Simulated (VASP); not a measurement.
# InSe (P6_3/mmc) in VASP: a series of runs, part 2 of 2

VASP 6.6.1. Earlier steps stand in the parts before.

## 3. Single point, PBE+D3(BJ)

This run uses another cell than the first one, of 29.50 Å³/atom, 0.994 times its volume.

File INCAR:

```
SYSTEM = InSe
PREC = Accurate
ENCUT = 520
EDIFF = 1E-6
ISMEAR = 0
SIGMA = 0.02
LREAL = .False.
LASPH = .True.
NELM = 60
ALGO = Normal
ISIF = 2
LWAVE = .False.
LCHARG = .False.
GGA = PE
IVDW = 12
NBANDS = 48
```

File KPOINTS:

```
regular mesh
0
Gamma
  12 12 2
  0 0 0
```

File POSCAR:

```
InSe
1.0
    4.0317714849      0.0000000000      0.0000000000
   -2.0158857424      3.4916165282      0.0000000000
    0.0000000000      0.0000000000     16.7623716530
In Se
4 4
Direct
    0.3333333333      0.6666666667      0.1666581944
    0.6666666667      0.3333333333      0.6666581944
    0.3333333333      0.6666666667      0.3333418056
    0.6666666667      0.3333333333      0.8333418056
    0.3333333333      0.6666666667      0.5898711335
    0.6666666667      0.3333333333      0.0898711335
    0.3333333333      0.6666666667      0.9101288665
    0.6666666667      0.3333333333      0.4101288665
```

Potentials or basis: VASP PAW PBE potentials, release 64 (In_d, Se).

Run with:

```sh
cat potpaw_PBE.64/In_d/POTCAR potpaw_PBE.64/Se/POTCAR > POTCAR
mpirun -np 1 vasp_std > vasp.out
```

Wall time 4.2 min (1 thread of Intel Xeon 6975P-C (Granite Rapids), shared host); peak memory 0.54 GiB.

It converged, with:

```yaml
Free_energy: -30.6953 eV
Pressure: 0.0 GPa
Largest_force: 0.016 eV/Å
Band_gap_on_the_k_mesh: 0.36 eV, direct
Dispersion_energy_per_atom: -0.297 eV
```

Forces in eV/Å, atoms in the order of the input:
```
In   0.000  0.000  0.016
In   0.000  0.000  0.016
In   0.000  0.000 -0.016
In   0.000  0.000 -0.016
Se   0.000  0.000 -0.013
Se   0.000  0.000 -0.013
Se   0.000  0.000  0.013
Se   0.000  0.000  0.013
```

Levels at points of the mesh, in eV from the valence-band top:
```csv
k point,band 35,band 36,band 37,band 38,band 39,band 40,band 41,band 42
"(0.00, 0.00, 0.00)",-1.17,-1.10,-1.10,0.00,0.36,1.73,2.12,2.12
"(0.50, 0.00, 0.00)",-2.08,-2.07,-1.97,-1.35,1.11,1.21,1.93,1.94
"(0.00, 0.00, 0.50)",-1.13,-1.13,-0.92,-0.92,1.22,1.22,2.13,2.13
"(0.50, 0.00, 0.50)",-2.05,-2.05,-1.71,-1.71,1.46,1.46,1.58,1.58
```

Caveat: spin-orbit coupling is left out, which moves the levels of the heavy elements.

## 4. Single point, PBE+D3(BJ) (volume scaled by 1.06, then relaxed in part)

INCAR is that of step 3.

KPOINTS is that of step 3.

File POSCAR:

```
InSe
1.0
    4.0749881555      0.0000000000      0.0000000000
   -2.0374940778      3.5290432628      0.0000000000
    0.0000000000      0.0000000000     17.3932382643
In Se
4 4
Direct
    0.3333333333      0.6666666667      0.1691150993
    0.6666666667      0.3333333333      0.6691150993
    0.3333333333      0.6666666667      0.3308849007
    0.6666666667      0.3333333333      0.8308849007
    0.3333333333      0.6666666667      0.5958425136
    0.6666666667      0.3333333333      0.0958425136
    0.3333333333      0.6666666667      0.9041574864
    0.6666666667      0.3333333333      0.4041574864
```

Run with:

```sh
cat potpaw_PBE.64/In_d/POTCAR potpaw_PBE.64/Se/POTCAR > POTCAR
mpirun -np 1 vasp_std > vasp.out
```

Run time: 8.7 min. Hardware: 1 thread of AMD EPYC 7R13 (Zen 3), shared host; peak memory 0.53 GiB.

Results (log left out):

| Quantity | Value |
| --- | --- |
| Free energy | -30.6443 eV |
| Pressure | -1.0 GPa |
| Largest force | 0.018 eV/Å |
| Band gap on the k mesh | 0.41 eV, direct |
| Dispersion energy per atom | -0.278 eV |

Forces on the atoms (eV/Å):
```
In   0.000  0.000  0.012
In   0.000  0.000  0.012
In   0.000  0.000 -0.012
In   0.000  0.000 -0.012
Se   0.000  0.000 -0.018
Se   0.000  0.000 -0.018
Se   0.000  0.000  0.018
Se   0.000  0.000  0.018
```

Levels at points of the mesh, in eV from the valence-band top:
```
           k point  band 35  band 36  band 37  band 38  band 39  band 40  band 41  band 42
(0.00, 0.00, 0.00)    -1.14    -1.06    -1.06     0.00     0.41     1.49     2.08     2.08
(0.50, 0.00, 0.00)    -1.96    -1.93    -1.78    -1.29     1.29     1.41     1.89     1.93
(0.00, 0.00, 0.50)    -1.09    -1.09    -0.75    -0.75     1.10     1.10     2.09     2.09
(0.50, 0.00, 0.50)    -1.99    -1.99    -1.54    -1.54     1.56     1.56     1.67     1.67
```

Caveat: the cell differs from its parent crystal (volume scaled by 1.06, then relaxed in part); spin-orbit coupling is left out, which moves the levels of the heavy elements. A k mesh can miss the band edges.

## 5. Single point, PBEsol

This run uses another cell than the first one, of 29.50 Å³/atom, 0.994 times its volume.

File INCAR:

```
SYSTEM = InSe
PREC = Accurate
ENCUT = 520
EDIFF = 1E-6
ISMEAR = 0
SIGMA = 0.02
LREAL = .FALSE.
LASPH = .TRUE.
NELM = 80
ALGO = Normal
ISIF = 2
LWAVE = .FALSE.
LCHARG = .FALSE.
GGA = PS
NBANDS = 48
```

File KPOINTS:

```
Automatic mesh
0
G
  12 12 2
  0 0 0
```

File POSCAR:

```
InSe
1.0
    4.0317714899      0.0000000000      0.0000000000
   -2.0158857450      3.4916165325      0.0000000000
    0.0000000000      0.0000000000     16.7623715726
In Se
4 4
Direct
    0.3333333333      0.6666666667      0.1666581947
    0.6666666667      0.3333333333      0.6666581947
    0.3333333333      0.6666666667      0.3333418053
    0.6666666667      0.3333333333      0.8333418053
    0.3333333333      0.6666666667      0.5898711337
    0.6666666667      0.3333333333      0.0898711337
    0.3333333333      0.6666666667      0.9101288663
    0.6666666667      0.3333333333      0.4101288663
```

Run with:

```sh
cat potpaw_PBE.64/In_d/POTCAR potpaw_PBE.64/Se/POTCAR > POTCAR
mpirun -np 1 vasp_std > vasp.out
```

Wall time 4.1 min (1 thread of AMD EPYC 9R45 (Zen 5), shared host); peak memory 0.5 GiB.

The run converged. Its results:

| Item | Value |
| --- | --- |
| Free energy | -31.1815 eV |
| Pressure | -0.7 GPa |
| Largest force | 0.152 eV/Å |
| Band gap on the k mesh | 0.26 eV, direct |

Forces in eV/Å, atoms in the order of the input:
```
In   0.000  0.000 -0.039
In   0.000  0.000 -0.039
In   0.000  0.000  0.039
In   0.000  0.000  0.039
Se   0.000  0.000  0.152
Se   0.000  0.000  0.152
Se   0.000  0.000 -0.152
Se   0.000  0.000 -0.152
```

Stress tensor (GPa, compression positive):
```
-0.79  0.00  0.00
 0.00 -0.79  0.00
 0.00  0.00 -0.61
```

Levels at points of the mesh, in eV from the valence-band top:
```csv
k point,band 36,band 37,band 38,band 39,band 40,band 41
"(0.00, 0.00, 0.00)",-1.09,-1.09,0.00,0.26,1.67,2.01
"(0.50, 0.00, 0.00)",-2.08,-1.98,-1.36,1.04,1.13,1.86
"(0.00, 0.00, 0.50)",-1.13,-0.96,-0.96,1.16,1.16,2.03
"(0.50, 0.00, 0.50)",-2.06,-1.73,-1.73,1.39,1.39,1.52
```

Caveat: the PAW data sets were made with another functional, which shifts forces and pressure a little; spin-orbit coupling is left out, which moves the levels of the heavy elements; this functional lacks dispersion, which binds the layers, so the pressure and a relaxed spacing across them are unreliable.

## 6. Overview

| level | cell | k mesh | smearing | gap on the mesh (eV) | pressure (GPa) | largest force (eV/Å) |
| --- | --- | --- | --- | --- | --- | --- |
| PBE+D3(BJ) | a = 4.044, b = 4.044, c = 16.762 Å, angles 90.0, 90.0, 120.0°, 8 atoms | 6 × 6 × 2 | gaussian 0.1 eV | 0.31 | -0.1 | 0.04 |
| PBE+D3(BJ) | a = 4.032, b = 4.032, c = 16.762 Å, angles 90.0, 90.0, 120.0°, 8 atoms | 12 × 12 × 2 | gaussian 0.02 eV | 0.36 | 0.0 | 0.02 |
| PBE+D3(BJ) | a = 4.075, b = 4.075, c = 17.393 Å, angles 90.0, 90.0, 120.0°, 8 atoms | 12 × 12 × 2 | gaussian 0.02 eV | 0.41 | -1.0 | 0.02 |
| PBEsol | a = 4.032, b = 4.032, c = 16.762 Å, angles 90.0, 90.0, 120.0°, 8 atoms | 12 × 12 × 2 | gaussian 0.02 eV | 0.26 | -0.7 | 0.15 |

Alike in all rows: task single point; potentials or basis VASP PAW PBE potentials, release 64 (In_d, Se); no spin polarisation; cutoff (eV) 520.

Caveats: spin-orbit coupling is left out, which moves the levels of the heavy elements; the PAW data sets were made with another functional, which shifts forces and pressure a little (some runs); this functional lacks dispersion, which binds the layers, so the pressure and a relaxed spacing across them are unreliable (some runs).

Absolute energies hang on the potentials; compare differences alone.
